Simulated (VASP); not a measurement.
Here is a VASP 6.6.1 calculation.

The input INCAR:

```
PREC = Accurate
ENCUT = 520
EDIFF = 1E-6
ISMEAR = -1
SIGMA = 0.05
LREAL = False
LASPH = True
NELM = 150
ALGO = Normal
ISIF = 2
LWAVE = False
LCHARG = False
LMAXMIX = 4
LDAU = True
LDAUTYPE = 2
LDAUL = 2 -1
LDAUU = 6 0
LDAUJ = 0 0
LDAUPRINT = 1
GGA = PE
NBANDS = 16
```

The input KPOINTS:

```
Automatic mesh
0
Gamma
  10 10 9
```

File POSCAR:

```
WC
1.0
    2.9275839278      0.0000000000      0.0000000000
   -1.4637919639      2.5353620532      0.0000000000
    0.0000000000      0.0000000000      2.8440437187
W C
1 1
Direct
    0.0000000000      0.0000000000      0.0000000000
    0.6666666667      0.3333333333      0.5000000000
```

Potentials or basis: VASP PAW PBE potentials, release 64 (W_sv, C).

Run with:

```console
$ cat potpaw_PBE.64/W_sv/POTCAR potpaw_PBE.64/C/POTCAR > POTCAR
$ mpirun -np 1 vasp_std > vasp.out
```

Estimate the band gap on the k mesh.

zero (band 9 reaches 11.89 eV, above the bottom of band 10 at 10.96 eV).

Predict the pressure.

13.5 GPa.

Stress tensor (GPa, compression positive):
```
12.13  0.00  0.00
 0.00 12.13  0.00
 0.00  0.00 16.23
```

Caveat: spin-orbit coupling is left out, which moves the levels of the heavy elements; U without spin polarisation on a metal has little footing; the U is typed as a test and isn't derived for this compound.
